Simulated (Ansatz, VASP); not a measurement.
**One calculation of Cu, two programs**

```
Cu
1.0
    -1.44279    1.44279    1.37608
     1.44279   -1.44279    1.37608
     1.44279    1.44279   -1.37608
Cu
1
Direct
  0.00000 0.00000 0.00000
```

Alike in both runs: task relaxation of cell and atoms; functional PBEsol; k mesh 20 × 20 × 20; occupations gaussian, width 0.1 eV; no spin polarisation.

|  | VASP | Ansatz |
| --- | --- | --- |
| version | VASP 6.6.1 | Ansatz 0.2.0 |
| potentials or method | VASP PAW PBE potentials, release 64 (Cu), cutoff 600 eV | scalar-relativistic, plane waves, PAW |
| valence electrons in the cell | 11 | 19 |

```csv
,VASP,Ansatz,Ansatz less VASP
"gap on the k mesh at the Fermi level, each at its own relaxed structure (eV)",none,none,-
relaxed volume (Å³/atom),11.42,11.36,-0.057
relaxed cell length with the largest relative difference (Å),2.459,2.455,-0.0041
```

VASP's potentials were made for PBE, not for PBEsol. A gap of «none» marks a metal or a gap that the smearing closes. VASP's potentials hold 11 valence electrons a cell and Ansatz's 19, so a difference there can come from the potentials and not from the codes.
